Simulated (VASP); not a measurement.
A run of VASP 6.6.1 is set up as follows.

Contents of INCAR:

```
SYSTEM = Ir3Rh2
PREC = Accurate
ENCUT = 520
EDIFF = 1E-7
ISMEAR = 0
SIGMA = 0.1
LREAL = .FALSE.
LASPH = .TRUE.
NELM = 80
ALGO = Normal
ISIF = 2
LWAVE = .FALSE.
LCHARG = .TRUE.
GGA = PE
LELF = .TRUE.
LVHAR = .TRUE.
NBANDS = 68
```

Contents of KPOINTS:

```
Automatic mesh
0
G
  6 6 1
  0 0 0
```

POSCAR

```
Ir3Rh2
1.0
    2.7103523400      0.0000000000      0.0000000000
   -1.3551761700      2.3472339800      0.0000000000
    0.0000000000      0.0000000000     21.9357733600
Ir Rh
6 4
Direct
    0.3333333300      0.6666666700      0.7500000000
    0.3333333300      0.6666666700      0.1500000000
    0.3333333300      0.6666666700      0.3500000000
    0.6666666700      0.3333333300      0.8500000000
    0.6666666700      0.3333333300      0.2500000000
    0.6666666700      0.3333333300      0.6500000000
    0.3333333300      0.6666666700      0.9500000000
    0.3333333300      0.6666666700      0.5500000000
    0.6666666700      0.3333333300      0.0500000000
    0.6666666700      0.3333333300      0.4500000000
```

Potentials or basis: VASP PAW PBE potentials, release 64 (Ir, Rh_pv).

The run is started by

```console
$ cat potpaw_PBE.64/Ir/POTCAR potpaw_PBE.64/Rh_pv/POTCAR > POTCAR
$ mpirun -np 1 vasp_std > vasp.out
```

**Question.** Estimate the largest force.

**Answer.** 0.150 eV/Å.

**Question.** Estimate the band gap on the k mesh.

**Answer.** Zero (band 57 reaches 12.05 eV, above the bottom of band 58 at 9.47 eV).

**Question.** What does it give for the pressure?

**Answer.** 11.2 GPa.

Forces on the atoms (eV/Å):
```
Ir   0.000  0.000  0.000
Ir   0.000  0.000 -0.150
Ir   0.000  0.000  0.150
Ir   0.000  0.000  0.150
Ir   0.000  0.000  0.000
Ir   0.000  0.000 -0.150
Rh   0.000  0.000 -0.069
Rh   0.000  0.000  0.069
Rh   0.000  0.000  0.069
Rh   0.000  0.000 -0.069
```

Caveat: the k points lie up to 0.45 Å⁻¹ apart; spin-orbit coupling is left out, which moves the levels of the heavy elements.
